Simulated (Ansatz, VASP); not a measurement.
# MoS2 in VASP and in Ansatz

POSCAR

```
MoS2
1.0
    3.2274600000      0.0000000000      0.0000000000
   -1.6137300000      2.7950700000      0.0000000000
    0.0000000000      0.0000000000      6.3124700000
Mo S
1 2
Direct
    0.9911100000      0.9768900000      0.4907000000
    0.3253000000      0.6624100000      0.2567600000
    0.6408221823      0.3320543647      0.7581100000
```

The input INCAR.step1:

```
SYSTEM = MoS2
  PREC = Accurate
  ENCUT = 520
  ISMEAR = -1
  SIGMA = 0.1
  LREAL = .False.
  LASPH = .True.
  NELM = 60
  NBANDS = 20
  GGA = PE
  ALGO = Normal
  EDIFF = 1E-4
  LWAVE = .True.
  LCHARG = .False.
```

Contents of INCAR.step2:

```
SYSTEM = MoS2
  PREC = Accurate
  ENCUT = 520
  EDIFF = 1E-6
  ISMEAR = -1
  SIGMA = 0.1
  LREAL = .False.
  LASPH = .True.
  NELM = 60
  ALGO = Normal
  ISIF = 2
  LWAVE = .False.
  LCHARG = .False.
  METAGGA = R2SCAN
  LMIXTAU = .True.
  NBANDS = 20
  ISTART = 1
```

The input KPOINTS:

```
Automatic mesh
0
Gamma
  7 7 3
  0 0 0
```

Input for Ansatz:

```yaml
crystal:
  lattice:
    - [3.22746, 0.0, 0.0]
    - [-1.61373, 2.79507, 0.0]
    - [0.0, 0.0, 6.31247]
  atoms:
    - { symbol: Mo, position: [0.99111, 0.97689, 0.4907] }
    - { symbol: S, position: [0.3253, 0.66241, 0.25676] }
    - { symbol: S, position: [0.6408221823424816, 0.3320543646849632, 0.75811] }
basis:
  ecutwfc: 650.0
  xc_grid: 2
kpoints:
  mp_grid:
    grid: [7, 7, 3]
hamiltonian:
  xc: r2scan
scf:
  convergence:
    dr2_threshold: 1.0e-09
  occupations:
    method: fermi_dirac
output:
  forces: true
  stress: true
```

Alike in both runs: task single point; functional r2SCAN; k mesh 7 × 7 × 3; no spin polarisation.

|  | VASP | Ansatz |
| --- | --- | --- |
| version | VASP 6.6.1 | Ansatz 0.2.0 |
| potentials or method | VASP PAW PBE potentials, release 64 (Mo_sv, S), cutoff 520 eV | plane waves, PAW |
| occupations | fermi-dirac, width 0.1 eV | fermi-dirac |
| valence electrons in the cell | 26 | 26 |

|  | VASP | Ansatz | Ansatz less VASP |
| --- | --- | --- | --- |
| pressure (GPa) | -2.0 | -2.0 | -0.04 |
| traceless stress, the component that is largest in VASP (GPa) | -1.86 | -1.84 | +0.021 |
| rms of the force components (eV/Å) | 0.928 | 0.927 | -0.0011 |

VASP's potentials were made for PBE, not for r2SCAN. Atom by atom the forces differ by 0.003 eV/Å (rms over components). Ansatz's warnings: stress scf threshold loose.
